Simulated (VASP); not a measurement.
Runs of VASP 6.6.1 on W. The structure is that of space group Pm-3m (No. 221), or close to it. The cells are those of the table. This isn't the form of W at room conditions, which is bcc.

```tsv
cell	gap on the mesh (eV)	pressure (GPa)
a = 2.694 Å, 1 atom	none	(b)
a = 2.677 Å, 1 atom	none	-8.1
a = 2.659 Å, 1 atom	none	-4.4
a = 2.624 Å, 1 atom	none	4.1
a = 2.642 Å, 1 atom	none	(a)
```

Alike in all rows: task single point; level PBE; potentials or basis VASP PAW PBE potentials, release 64 (W_sv); no spin polarisation; k mesh 41 × 41 × 41; cutoff (eV) 520; smearing fermi-dirac 0.0612256 eV.

**Question.** Estimate the missing entries.

**Answer.** (a) -0.4; (b) -11.4.

Caveats: spin-orbit coupling is left out, which moves the levels of the heavy elements; the cell stands under tension (at least some runs); the cell stands under pressure (at least some runs).

A k mesh can miss the band edges, and the runs leave out spin-orbit coupling on W.

A gap of «none» marks levels without a gap at the run's occupations.
